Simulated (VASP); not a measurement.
Crystal: Hg.

```
CELL_PARAMETERS angstrom
4.80808 0.00000 0.00000
-2.40404 4.16392 0.00000
0.00000 0.00000 3.03099
ATOMIC_POSITIONS crystal
Hg 0.33333 0.66667 0.50000
Hg 0.66667 0.33333 0.50000
```

The cell was built from a structure type or drawn by symmetry, and may not be a known phase.

| Item | Value |
| --- | --- |
| Program | VASP 6.6.1 |
| Task | relaxation of cell and atoms |
| Functional | PBE |
| Potentials or basis | VASP PAW PBE potentials, release 64 (Hg) |
| Cutoff | 600 eV |
| k mesh | 6 × 6 × 6 |
| Occupations | gaussian, width 0.1 eV |
| Spin | no spin polarisation |

At the start: pressure 6.3 GPa; volume 30.34 Å³/atom.

Task: Where does the relaxation end?

Result: Over 3 steps the energy falls by 99.4 meV/atom and the volume is 36.58 Å³/atom (+20.6 %); space group P6/mmm (No. 191, to 0.1 Å) before and after.

The path:
| step | energy change (eV) | largest force (eV/Å) | pressure (GPa) | volume (Å³) |
| --- | --- | --- | --- | --- |
| 1 | 0.0000 | 0.0000 | 6.30 | 60.68 |
| 2 | -0.1973 | 0.0000 | 0.30 | 71.75 |
| 3 | -0.1988 | 0.0000 | 0.03 | 73.17 |

Final structure:
```cif
data_structure
_symmetry_space_group_name_H-M 'P 1'
_symmetry_Int_Tables_number 1
_cell_length_a 5.1673
_cell_length_b 5.1673
_cell_length_c 3.1642
_cell_angle_alpha 90.000
_cell_angle_beta 90.000
_cell_angle_gamma 120.000
_cell_volume 73.17
loop_
_atom_site_label
_atom_site_type_symbol
_atom_site_fract_x
_atom_site_fract_y
_atom_site_fract_z
_atom_site_occupancy
Hg1 Hg 0.33333 0.66667 0.50000 1
Hg2 Hg 0.66667 0.33333 0.50000 1
```

Caveat: the volume moved by over 15 % at a fixed basis, so the end points are rough.
